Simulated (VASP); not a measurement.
## Ti12H (a cell with a defect): single point with PBEsol

System: Ti12H (a cell with a defect).

```xyz
13
Lattice="5.9000 0.0000 0.0000 -4.4250 7.6643 0.0000 0.0000 0.0000 4.6846" Properties=species:S:1:pos:R:3 pbc="T T T"
Ti    0.0026   -0.0110   -0.0179
Ti    0.0033    1.6688    2.3146
Ti   -1.5050    2.5304   -0.0148
Ti   -1.5189    4.2726    2.3462
Ti   -2.9444    5.1335   -0.0004
Ti   -2.9525    6.8074    2.3637
Ti    2.9602   -0.0021   -0.0200
Ti    2.9510    1.6720    2.3477
Ti    1.5230    2.5336    0.0039
Ti    1.5118    4.2753    2.3607
Ti    0.0040    5.1394    0.0266
Ti    0.0039    6.8162    2.3598
H     0.0084    3.3988    1.1728
```

| Property | Result |
| --- | --- |
| Program | VASP 6.6.1 |
| Task | single point |
| Functional | PBEsol |
| Potentials or basis | VASP PAW PBE potentials, release 64 (Ti_sv, H) |
| Cutoff | 520 eV |
| k mesh | 3 × 2 × 4 |
| Occupations | gaussian, width 0.05 eV |
| Spin | no spin polarisation |
| Dipole correction | no |
| Further INCAR settings | ALGO = Normal; EDIFF = 1e-06; NBANDS = 84 |

```
Pressure               : -5.2 GPa
Largest force          : 0.026 eV/Å
Band gap on the k mesh : zero (an odd number of electrons rules out a gap without spin polarisation)
```

Forces on the atoms (eV/Å):
```
Ti   0.005  0.004 -0.015
Ti  -0.004 -0.005  0.000
Ti  -0.009 -0.003 -0.012
Ti  -0.005  0.001 -0.001
Ti  -0.004  0.008 -0.005
Ti  -0.001  0.005  0.007
Ti  -0.003 -0.002 -0.005
Ti   0.003 -0.008  0.002
Ti   0.019 -0.005 -0.017
Ti   0.010  0.005  0.017
Ti   0.001 -0.013  0.015
Ti  -0.001 -0.001  0.015
H   -0.012  0.012 -0.002
```

Stress tensor (GPa, compression positive):
```
-5.23 -0.21  0.03
-0.21 -5.34  0.20
 0.03  0.20 -5.10
```

Levels at points of the mesh, in eV from the Fermi level:
```tsv
k point	band 70	band 71	band 72	band 73	band 74	band 75
(0.00, 0.00, 0.00)	-0.62	0.06	0.27	0.37	0.47	0.47
(0.00, 0.50, 0.00)	-0.34	-0.17	-0.02	0.08	0.27	0.32
(0.00, 0.00, 0.50)	-0.62	-0.34	-0.05	0.02	0.06	0.08
(0.00, 0.50, 0.50)	-0.43	-0.34	-0.32	-0.14	-0.02	0.07
```

Run time: 8.9 min on 1 thread of Oxide Virtual Turin-like Processor, with other jobs on the host, peak memory 0.39 GiB.

Caveat: the k points lie up to 0.41 Å⁻¹ apart, too coarse for converged energies and pressures of a metal; the PAW data sets were made with another functional, which shifts forces and pressure a little.
